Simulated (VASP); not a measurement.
# RbTl4Ag3 (R-3m) in VASP: single point with PBE

Aim: the single point of RbTl4Ag3 with PBE.

Everything below comes from runs of VASP 6.6.1. Logs are shortened: lines on timing, memory, paths and dates and some standing lists are left out, and cuts for length are marked.

## Step 1: The cell of the first run

Symmetry: R-3m, No. 166, trigonal system. Conventional cell: a = 4.530 Å, b = 4.530 Å, c = 37.402 Å, α = 90.00°, β = 90.00°, γ = 120.00°. Rb (site symmetry -3m) has 6 Ag at 3.55 Å and 6 Tl at 3.98 Å and 6 Rb at 4.53 Å within 4.7 Å. Within 3.5 Å of Tl (site symmetry 3m) lie 4 Ag at 2.68 to 3.23 Å and 3 Tl at 3.34 Å. Within 3.5 Å of Tl (site symmetry 3m) lie 4 Ag at 2.67 to 2.86 Å and 6 Tl at 3.34 to 3.49 Å. Within 3.5 Å of Ag (site symmetry 3m) lie 4 Tl at 2.67 to 2.68 Å. Ag (site symmetry -3m) has 8 Tl at 2.86 to 3.23 Å within 3.8 Å.

## Step 2: Single point, PBE

File INCAR:

```
SYSTEM = RbTl4Ag3
PREC = Accurate ; ENCUT = 520
EDIFF = 1E-7 ; ISMEAR = -1
SIGMA = 0.0653 ; LREAL = .False.
LASPH = .True. ; NELM = 80
ALGO = Normal ; ISIF = 2
LWAVE = .False. ; LCHARG = .False.
GGA = PE ; NBANDS = 57
```

File KPOINTS:

```
Automatic mesh
0
Gamma
  5 5 5
  0 0 0
```

File POSCAR:

```
RbTl4Ag3
1.0
    4.5304280000      0.0000000000      0.0000000000
   -2.2652140000      3.9234690000      0.0000000000
   -2.2652140000      1.3078230000     12.4673120000
Rb Tl Ag
1 4 3
Direct
    0.5000000000      0.5000000000      0.5000000000
    0.0864700000      0.9135300000      0.2594100000
    0.9135300000      0.0864700000      0.7405900000
    0.3024200000      0.6975800000      0.9072600000
    0.6975800000      0.3024200000      0.0927400000
    0.2310000000      0.7690000000      0.6930000000
    0.7690000000      0.2310000000      0.3070000000
    0.0000000000      0.0000000000      0.0000000000
```

Potentials or basis: VASP PAW PBE potentials, release 64 (Rb_sv, Tl_d, Ag).

Command:

```bash
$ cat potpaw_PBE.64/Rb_sv/POTCAR potpaw_PBE.64/Tl_d/POTCAR potpaw_PBE.64/Ag/POTCAR > POTCAR
$ mpirun -np 1 vasp_std > vasp.out
```

OUTCAR:

```text
SYSTEM = RbTl4Ag3
   PREC = Accurate
   ENCUT = 520
   EDIFF = 1E-7
   ISMEAR = -1
   LREAL = .False.
   LASPH = .True.
   NELM = 80
   ISIF = 2
   GGA = PE

 ion  position               nearest neighbor table
   1  0.500  0.500  0.500-   6 3.55   7 3.55   6 3.55   7 3.55   6 3.55   7 3.55   3 3.98   2 3.98
                             3 3.98   2 3.98   2 3.98   3 3.98
   2  0.086  0.914  0.259-   7 2.68   7 2.68   7 2.68   8 3.23   5 3.34   5 3.34   5 3.34   1 3.98
                             1 3.98   1 3.98
   3  0.914  0.086  0.741-   6 2.68   6 2.68   6 2.68   8 3.23   4 3.34   4 3.34   4 3.34   1 3.98
                             1 3.98   1 3.98
   4  0.302  0.698  0.907-   6 2.67   8 2.86   8 2.86   8 2.86   3 3.34   3 3.34   3 3.34   5 3.49
                             5 3.49   5 3.49
   5  0.698  0.302  0.093-   7 2.67   8 2.86   8 2.86   8 2.86   2 3.34   2 3.34   2 3.34   4 3.49
                             4 3.49   4 3.49
   6  0.231  0.769  0.693-   4 2.67   3 2.68   3 2.68   3 2.68   1 3.55   1 3.55   1 3.55
   7  0.769  0.231  0.307-   5 2.67   2 2.68   2 2.68   2 2.68   1 3.55   1 3.55   1 3.55
   8  0.000  0.000  0.000-   4 2.86   5 2.86   5 2.86   4 2.86   5 2.86   4 2.86   2 3.23   3 3.23

  LATTYP: Found a trigonal (rhomboedric) cell.
 ALAT       =    12.7387390468
 COS(alpha) =     0.9367593769

  Lattice vectors:

 A1 = (   0.0000000000,  -2.6156460000,  12.4673120000)
 A2 = (   2.2652140000,   1.3078230000,  12.4673120000)
 A3 = (  -2.2652140000,   1.3078230000,  12.4673120000)

Analysis of symmetry for initial positions (statically):
=====================================================================
 Subroutine PRICEL returns:
 Original cell was already a primitive cell.

 Routine SETGRP: Setting up the symmetry group for a
 trigonal (rhombohedral) supercell.

 Subroutine GETGRP returns: Found 12 space group operations
 (whereof 12 operations were pure point group operations)
 out of a pool of 12 trial point group operations.

The static configuration has the point symmetry D_3d.

Analysis of symmetry for dynamics (positions and initial velocities):
=====================================================================
 Subroutine PRICEL returns:
 Original cell was already a primitive cell.

 Routine SETGRP: Setting up the symmetry group for a
 trigonal (rhombohedral) supercell.

 Subroutine GETGRP returns: Found 12 space group operations
 (whereof 12 operations were pure point group operations)
 out of a pool of 12 trial point group operations.

The dynamic configuration has the point symmetry D_3d.

 Subroutine INISYM returns: Found 12 space group operations
 (whereof 12 operations are pure point group operations),
 and found     1 'primitive' translations

----------------------------------------------------------------------------------------

                                     Primitive cell

  volume of cell :     221.6064

  direct lattice vectors                    reciprocal lattice vectors
     4.530428000  0.000000000  0.000000000     0.220729697  0.127438244  0.026736584
    -2.265214000  3.923469000  0.000000000     0.000000000  0.254876488 -0.026736584
    -2.265214000  1.307823000 12.467312000     0.000000000  0.000000000  0.080209752

  length of vectors
     4.530428000  4.530430825 12.738738712     0.256275145  0.256274987  0.080209752

  position of ions in fractional coordinates (direct lattice)
     0.500000000  0.500000000  0.500000000
     0.086470000  0.913530000  0.259410000
     0.913530000  0.086470000  0.740590000
     0.302420000  0.697580000  0.907260000
     0.697580000  0.302420000  0.092740000
     0.231000000  0.769000000  0.693000000
     0.769000000  0.231000000  0.307000000
     0.000000000  0.000000000  0.000000000

  ion indices of the primitive-cell ions
   primitive index   ion index
                 1           1
                 2           2
                 3           3
                 4           4
                 5           5
                 6           6
                 7           7
                 8           8

----------------------------------------------------------------------------------------

 KPOINTS: Automatic mesh

Automatic generation of k-mesh.
 Grid dimensions read from file:
 generate k-points for:    5    5    5

 Generating k-lattice:

  Cartesian coordinates                     Fractional coordinates (reciprocal lattice)
     0.044145939  0.025487649  0.005347317     0.200000000  0.000000000  0.000000000
     0.000000000  0.050975298 -0.005347317     0.000000000  0.200000000  0.000000000
     0.000000000  0.000000000  0.016041950     0.000000000  0.000000000  0.200000000

  Length of vectors
     0.051255029  0.051254997  0.016041950

  Shift w.r.t. Gamma in fractional coordinates (k-lattice)
     0.000000000  0.000000000  0.000000000

 Subroutine IBZKPT returns following result:
 ===========================================

 Found     19 irreducible k-points:

 Following reciprocal coordinates:
            Coordinates               Weight
  0.000000  0.000000  0.000000      1.000000
  0.200000  0.000000  0.000000      6.000000
  0.400000  0.000000 -0.000000      6.000000
  0.200000  0.200000 -0.000000      6.000000
  0.400000  0.200000  0.000000     12.000000
 -0.400000  0.200000  0.000000     12.000000
[... 11 lines left out ...]
  0.000000  0.000000  0.400000      2.000000
  0.200000  0.000000  0.400000      6.000000
   k-points           NKPTS =     19   k-points in BZ     NKDIM =     19   number of bands    NBANDS=     57
   number of dos      NEDOS =    301   number of ions     NIONS =      8
   total plane-waves  NPLWV = 124416
   dimension x,y,z NGX =    36 NGY =   36 NGZ =   96
   dimension x,y,z NGXF=    72 NGYF=   72 NGZF=  192
   ions per type =               1   4   3
   NGX,Y,Z   is equivalent  to a cutoff of  13.21, 13.21, 12.53 a.u.
   NGXF,Y,Z  is equivalent  to a cutoff of  26.42, 26.42, 25.06 a.u.
 SYSTEM =  RbTl4Ag3
   PREC   = accura    normal or accurate (medium, high low for compatibility)
   ISTART =      0    job   : 0-new  1-cont  2-samecut
   ICHARG =      2    charge: 1-file 2-atom 10-const
   ISPIN  =      1    spin polarized calculation?
   LNONCOLLINEAR =      F non collinear calculations
   LSORBIT =      F    spin-orbit coupling
   LASPH  =      T    aspherical Exc in radial PAW
   ENCUT  =  520.0 eV  38.22 Ry    6.18 a.u.   8.42  8.42 23.69*2*pi/ulx,y,z
   NELM   =     80;   NELMIN=  2; NELMDL= -5     # of ELM steps
   EDIFF  = 0.1E-06   stopping-criterion for ELM
   LREAL  =      F    real-space projection
   EDIFFG = 0.1E-05   stopping-criterion for IOM
   NSW    =      0    number of steps for IOM
   IBRION =     -1    ionic relax: 0-MD 1-quasi-New 2-CG
   NFREE  =      0    steps in history (QN), initial steepest desc. (CG)
   ISIF   =      2    stress and relaxation
   ISYM   =      2    0-nonsym 1-usesym 2-fastsym
   POTIM  = 0.5000    time-step for ionic-motion
   TEBEG  =    0.0;   TEEND  =   0.0 temperature during run
   PSTRESS=    0.0 pullay stress
   NELECT =      94.0000    total number of electrons
   NUPDOWN=      -1.0000    fix difference up-down
   EMIN   =  10.00;   EMAX   =-10.00  energy-range for DOS
   EFERMI =   0.00;   METHOD = LEGACY
   ISMEAR =    -1;   SIGMA  =   0.07  broadening in eV -4-tet -1-fermi 0-gaus
   EFERMI_NEDOS =   21; number of points for ismear=-14 and -15
   IALGO  =     38    algorithm
   IMIX   =      4    mixing-type and parameters
     AMIX     =   0.40;   BMIX     =  1.00
     AMIX_MAG =   1.60;   BMIX_MAG =  1.00
  volume/ion in A,a.u.               =      27.70       186.93
  Fermi-wavevector in a.u.,A,eV,Ry     =   1.230052  2.324461 20.585983  1.513027
  Thomas-Fermi vector in A             =   2.364915
   LORBIT       =      0    0 simple, 1 ext, 2 COOP (PROOUT), +10 PAW based schemes
   GGA     = PE    functional components
[... 5 lines left out ...]
 non-spin polarized calculation
  energy-cutoff  :      520.00
  volume of cell :      221.61
 maximum number of plane-waves:      6028
 NGX is ok and might be reduce to    36
   NGX = 17   NGY = 17   NGZ = 47

 number of electron      94.0000008 magnetization

 Free energy of the ion-electron system (eV)
  ---------------------------------------------------
  ext. energy  EPLUGINS =         0.00000000
  ---------------------------------------------------
  free energy    TOTEN  =       -15.85146953 eV

  energy without entropy =      -15.79993133  energy(sigma->0) =      -15.82570043

 E-fermi :   5.3654     XC(G=0):  -9.7082

 val. band max:        5.3334245445   @ k =   0.4000  -0.4000   0.2000
 cond. band min:       5.4311089892   @ k =  -0.4000   0.2000   0.0000
 fundamental gap:      0.0976844447
 Fermi energy:         5.3654199676

 k-point     1 :       0.0000    0.0000    0.0000
  band No.  band energies     occupation
      1     -22.2217      2.00000
      2      -6.4794      2.00000
      3      -6.4794      2.00000
      4      -6.4337      2.00000
      5      -6.3827      2.00000
      6      -6.3716      2.00000
[... 49 lines left out ...]
     56      10.0670      0.00000
     57      10.2501      0.00000

 k-point     2 :       0.2000    0.0000    0.0000
  band No.  band energies     occupation
      1     -22.2173      2.00000
      2      -6.4721      2.00000
      3      -6.4684      2.00000
      4      -6.4268      2.00000
      5      -6.3952      2.00000
      6      -6.3594      2.00000
[... 49 lines left out ...]
     56      10.4872      0.00000
     57      10.5292      0.00000

 k-point     3 :       0.4000    0.0000   -0.0000
  band No.  band energies     occupation
      1     -22.2101      2.00000
      2      -6.5400      2.00000
      3      -6.4495      2.00000
      4      -6.4411      2.00000
      5      -6.4156      2.00000
      6      -6.3794      2.00000
[... 894 lines left out ...]
      1     -22.2217      2.00000
      2      -6.4847      2.00000
      3      -6.4847      2.00000
      4      -6.4299      2.00000
      5      -6.3900      2.00000
      6      -6.3547      2.00000
[... 49 lines left out ...]
     56       9.9564      0.00000
     57      10.3792      0.00000

 k-point    19 :       0.2000    0.0000    0.4000
  band No.  band energies     occupation
      1     -22.2173      2.00000
      2      -6.4661      2.00000
      3      -6.4647      2.00000
      4      -6.4197      2.00000
      5      -6.3866      2.00000
      6      -6.3711      2.00000
[... 49 lines left out ...]
     56      10.3726      0.00000
     57      10.5997      0.00000

------------------------ aborting loop because EDIFF is reached ----------------------------------------

  FORCE on cell =-STRESS in cart. coord.  units (eV):
  Direction    XX          YY          ZZ          XY          YZ          ZX
  --------------------------------------------------------------------------------------
  -------------------------------------------------------------------------------------
  Total       11.7367651     11.7367847      8.4200645     -0.0000000     -0.0000000      0.0000000
  in kB       84.8548578     84.8549989     60.8756646     -0.0000000     -0.0000000      0.0000000
  external PRESSURE =      76.8618405 kB  Pullay stress =       0.0000000 kB

 VOLUME and BASIS-vectors are now :
 -----------------------------------------------------------------------------
  energy-cutoff  :      520.00
  volume of cell :      221.61
      direct lattice vectors                 reciprocal lattice vectors
     4.530428000  0.000000000  0.000000000     0.220729697  0.127438244  0.026736584
    -2.265214000  3.923469000  0.000000000     0.000000000  0.254876488 -0.026736584
    -2.265214000  1.307823000 12.467312000     0.000000000  0.000000000  0.080209752

 POSITION                                       TOTAL-FORCE (eV/Angst)
 -----------------------------------------------------------------------------------
      0.00000      2.61565      6.23366         0.000000     -0.000000      0.000000
     -2.26521      3.92347      3.23415         0.000000     -0.000000     -0.407598
      2.26521      1.30782      9.23317        -0.000000      0.000000      0.407598
     -2.26521      3.92347     11.31109        -0.000000     -0.000000      0.824134
      2.26521      1.30782      1.15622         0.000000      0.000000     -0.824134
     -2.26521      3.92347      8.63985         0.000000     -0.000000     -1.285371
      2.26521      1.30782      3.82746        -0.000000      0.000000      1.285371
      0.00000      0.00000      0.00000         0.000000      0.000000      0.000000
 -----------------------------------------------------------------------------------
    total drift:                               -0.000000     -0.000000      0.000000

  FREE ENERGIE OF THE ION-ELECTRON SYSTEM (eV)
  ---------------------------------------------------
  free  energy   TOTEN  =       -15.8514695287 eV

  energy  without entropy=      -15.7999313329  energy(sigma->0) =      -15.82570043
```

Run time: 3.9 min. Hardware: 1 thread of Intel Xeon Platinum 8375C at 2.90GHz (Ice Lake), shared host; peak memory 0.46 GiB.

What came out:

| Property | Result |
| --- | --- |
| Free energy | -15.8515 eV |
| Pressure | 7.7 GPa |
| Largest force | 1.285 eV/Å |
| Band gap on the k mesh | zero (band 47 reaches 7.79 eV, above the bottom of band 48 at 5.05 eV) |

Forces on the atoms (eV/Å):
```
Rb   0.000  0.000  0.000
Tl   0.000  0.000 -0.408
Tl   0.000  0.000  0.408
Tl   0.000  0.000  0.824
Tl   0.000  0.000 -0.824
Ag   0.000  0.000 -1.285
Ag   0.000  0.000  1.285
Ag   0.000  0.000  0.000
```

Stress tensor (GPa, compression positive):
```
8.49 0.00 0.00
0.00 8.49 0.00
0.00 0.00 6.09
```

Levels at points of the mesh, in eV from the Fermi level:
```tsv
k point	band 45	band 46	band 47	band 48	band 49	band 50
(0.00, 0.00, 0.00)	0.92	1.91	2.42	2.42	2.60	2.60
```

Caveat: spin-orbit coupling is left out, which moves the levels of the heavy elements; forces of over 1 eV/Å act on the atoms, so gaps and moduli don't describe the material at rest.
